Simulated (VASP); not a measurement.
Write the native input for VASP 6.6.1 that does the following.

| Quantity | Value |
| --- | --- |
| Task | single point |
| Functional | PBE |
| Potentials or basis | VASP PAW PBE potentials, release 64 (Au) |
| Cutoff | 520 eV |
| k mesh | 1 × 1 × 12 |
| Occupations | gaussian, width 0.05 eV |
| Spin | collinear spin, ferromagnetic start |
| Starting moments | [0.5, 0.5, 0.5, 0.5] μB |
| Dipole correction | no |
| Further INCAR settings | ALGO = Normal; EDIFF = 1e-06; NBANDS = 34 |

The structure of Au lies in POSCAR:

```
Au
1.0
   11.8000000000      0.0000000000      0.0000000000
    0.0000000000      9.3000000000      0.0000000000
    0.0000000000      0.0000000000      5.2788636445
Au
4
Direct
    0.3874253022      0.5000000000      0.0000000000
    0.3874253022      0.5000000000      0.5000000000
    0.6125746978      0.5000000000      0.0000000000
    0.6125746978      0.5000000000      0.5000000000
```

One way to write it, as run:

INCAR

```
PREC     = Accurate       # precision mode
ENCUT    = 520            # plane-wave cutoff, eV
EDIFF    = 1E-6           # SCF threshold, eV
ISMEAR   = 0              # smearing method
SIGMA    = 0.05           # smearing width, eV
LREAL    = False          # projectors in reciprocal space
LASPH    = True           # aspherical terms in the spheres
NELM     = 150            # most SCF steps
ALGO     = Normal         # electronic algorithm
ISIF     = 2              # what is computed and relaxed
LWAVE    = False          # write WAVECAR
LCHARG   = False          # write CHGCAR
ISPIN    = 2              # spin polarisation
MAGMOM   = 0.5 0.5 0.5 0.5 # initial moments
LORBIT   = 11             # projections on sites
LMAXMIX  = 4              # l up to which the mixer works
GGA      = PE             # functional
NBANDS   = 34             # bands
```

KPOINTS

```
Automatic mesh
0
Gamma
  1 1 12
```

Potentials or basis: VASP PAW PBE potentials, release 64 (Au).

Launch:

```console
$ cat potpaw_PBE.64/Au/POTCAR > POTCAR
$ mpirun -np 1 vasp_std > vasp.out
```

Results of the run:

- Largest force: 0.007 eV/Å
- Band gap on the k mesh: 0.18 eV
- Net moment: 0.00 μB per cell
- Valence electrons inside the program's atomic spheres: Au 9.60

Caveat: spin-orbit coupling is left out, which moves the levels of the heavy elements.

It took 4.1 min on 1 thread of Intel(R) Xeon(R) 6975P-C (Granite Rapids) (shared host), peak memory 0.81 GiB.
